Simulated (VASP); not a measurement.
Wanted: the native input for a VASP 6.6.1 run.

```
Task                   : relaxation of cell and atoms
Functional             : PBEsol
Potentials or basis    : VASP PAW PBE potentials, release 64 (Li_sv)
Cutoff                 : 600 eV
k mesh                 : 9 × 9 × 9
Occupations            : gaussian, width 0.05 eV
Spin                   : no spin polarisation
Dipole correction      : no
Further INCAR settings : ALGO = Normal; EDIFF = 1e-07; IBRION = 2; EDIFFG = -0.01; NSW = 60; ISIF = 3
```

The structure of Li lies in POSCAR:

```
Li
1.0
   -1.7546500000      1.7546500000      1.7546500000
    1.7546500000     -1.7546500000      1.7546500000
    1.7546500000      1.7546500000     -1.7546500000
Li
1
Direct
    0.0000000000      0.0000000000      0.0000000000
```

These files were run (other wordings do the same):

INCAR

```
SYSTEM = Li
ALGO     = Normal         ! electronic algorithm
EDIFF    = 1E-7           ! SCF threshold, eV
EDIFFG   = -0.01          ! ionic threshold
ENCUT    = 600            ! plane-wave cutoff, eV
GGA      = PS             ! functional
IBRION   = 2              ! ionic algorithm
ISIF     = 3              ! what is computed and relaxed
ISMEAR   = 0              ! smearing method
LASPH    = .True.         ! aspherical terms in the spheres
LCHARG   = .False.        ! write CHGCAR
LREAL    = .False.        ! projectors in reciprocal space
LWAVE    = .False.        ! write WAVECAR
NELM     = 60             ! most SCF steps
NSW      = 60             ! ionic steps
PREC     = Accurate       ! precision mode
SIGMA    = 0.05           ! smearing width, eV
```

KPOINTS

```
k-points
0
Gamma
  9 9 9
  0 0 0
```

Potentials or basis: VASP PAW PBE potentials, release 64 (Li_sv).

Run with:

```sh
$ cat potpaw_PBE.64/Li_sv/POTCAR > POTCAR
$ mpirun -np 1 vasp_std > vasp.out
```

It gave:

```yaml
Relaxed_volume: 19.97 Å³/atom
Relaxed_cell: a = 2.960 Å, b = 2.960 Å, c = 2.960 Å, α = 109.47°, β = 109.47°, γ = 109.47°
Space_group_after_relaxing_to_0.1_Å: Im-3m (No. 229)
Energy_gained_by_relaxing: 4.9 meV/atom
Ionic_steps: 4
Pressure_after_relaxing: 0.0 GPa
Band_gap_on_the_k_mesh: zero (an odd number of electrons rules out a gap without spin polarisation)
```

Caveat: the cutoff is under 1.25 times the usual one of these potentials, so pressure, stress and relaxed cells hold a basis-set (Pulay) error; the PAW data sets were made with another functional, which shifts forces and pressure a little.

Wall time 6.8 s on 1 thread of Intel(R) Xeon(R) Platinum 8488C (Sapphire Rapids) (shared host), peak memory 0.12 GiB.
